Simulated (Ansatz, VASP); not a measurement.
TiSi16 in VASP and in Ansatz

```
Si Ti
1.0
     0.00000    5.43000    5.43000
     5.43000    0.00000    5.43000
     5.43000    5.43000    0.00000
Si Ti
16 1
Direct
  0.99111 0.00169 0.00176
  0.11892 0.13064 0.12914
  0.99012 0.99472 0.51264
  0.11386 0.12782 0.62899
  0.98997 0.51371 0.99466
  0.11413 0.62907 0.12795
  0.99331 0.49915 0.49914
  0.11614 0.62328 0.62337
  0.48141 0.01207 0.01114
  0.60667 0.12970 0.13060
  0.48682 0.99441 0.51354
  0.61310 0.11137 0.64640
  0.48704 0.51342 0.99522
  0.61357 0.64712 0.11168
  0.49053 0.50197 0.50180
  0.62202 0.62304 0.62374
  0.73512 0.25794 0.25736
```

Alike in both runs: functional r2SCAN; k mesh 2 × 2 × 2; occupations gaussian, width 0.05 eV; no spin polarisation.

Ansatz relaxed the structure, and its values are those at the end. VASP's run is a single point on that final structure, the one shown.

```csv
,VASP,Ansatz
version,VASP 6.6.1,Ansatz 0.2.0
potentials or method,"VASP PAW PBE potentials, release 64 (Si, Ti_sv), cutoff 520 eV","scalar-relativistic, plane waves, PAW"
valence electrons in the cell,76,76
```

Ansatz gave:

| Property | Result |
| --- | --- |
| rms of the force components (eV/Å) | 0.009 |

Question: Estimate VASP's values.

Answer: rms of the force components (eV/Å): 0.011.

VASP's potentials were made for PBE, not for r2SCAN. The functional is the same, so the differences come from potentials, cutoffs and numerics.

The k mesh is coarse, so the values compare programs but aren't converged.
